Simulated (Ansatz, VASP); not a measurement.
# One calculation of Ag, two programs

```
Ag
1.0
     2.77045   -0.00002    0.01393
    -1.38524    2.39931    0.00000
     1.39748    0.80684    2.41608
Ag
1
Direct
  0.00000 0.00000 0.00000
```

Alike in both runs: task single point; functional PBEsol; k mesh 15 × 15 × 14; occupations gaussian, width 0.1 eV; no spin polarisation.

```csv
,VASP,Ansatz
version,VASP 6.6.1,Ansatz 0.2.0
potentials or method,"VASP PAW PBE potentials, release 64 (Ag), cutoff 520 eV","scalar-relativistic, plane waves, PAW"
valence electrons in the cell,11,19
```

Ansatz gave:

| Quantity | Value |
| --- | --- |
| gap on the k mesh at the Fermi level (eV) | none |
| pressure (GPa) | 5.9 |
| traceless stress, the component that is largest in VASP (GPa) | -5.95 |

Q: Which values does VASP return?

A: gap on the k mesh at the Fermi level (eV): none; pressure (GPa): 5.7; traceless stress, the component that is largest in VASP (GPa): -5.91.

VASP's potentials were made for PBE, not for PBEsol. A gap of «none» marks a metal or a gap that the smearing closes. VASP's potentials hold 11 valence electrons a cell and Ansatz's 19, so a difference there can come from the potentials and not from the codes.
